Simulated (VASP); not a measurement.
# Ge: single point with PBE+D3(BJ)

Crystal: Ge.

```
CELL_PARAMETERS angstrom
2.66902 0.00000 0.00000
0.00000 2.66902 0.00000
0.00000 0.00000 2.66902
ATOMIC_POSITIONS crystal
Ge 0.00000 0.00000 0.00000
```

This isn't the form of Ge at room conditions, which is diamond.

```json
{"Program": "VASP 6.6.1", "Task": "single point", "Functional": "PBE", "Dispersion": "D3(BJ)", "Potentials or basis": "VASP PAW PBE potentials, release 64 (Ge_d)", "Cutoff": "520 eV", "k mesh": "10 × 10 × 10", "Occupations": "fermi-dirac, width 0.05 eV", "Spin": "no spin polarisation", "Dipole correction": "no", "Further INCAR settings": "ALGO = Normal; EDIFF = 1e-06; NBANDS = 13"}
```

```
Pressure                   : -0.1 GPa
Band gap on the k mesh     : zero (bands 7 and 8 overlap by 9.51 eV)
Dispersion energy per atom : -0.352 eV
```

Levels at points of the mesh, in eV from the Fermi level:
```csv
k point,band 5,band 6,band 7,band 8,band 9,band 10
"(0.00, 0.00, 0.00)",-24.43,-13.10,6.85,6.85,6.85,10.21
"(0.50, 0.00, 0.00)",-24.42,-9.16,-5.86,9.89,9.89,13.55
"(0.50, 0.50, 0.00)",-24.35,-4.97,-2.66,-2.66,3.10,12.90
"(0.50, 0.50, 0.50)",-24.34,-0.08,0.35,0.35,0.35,6.93
```

Run time: 7.1 s on 1 thread of Intel Xeon 8259CL, on a shared host, peak memory 0.14 GiB.
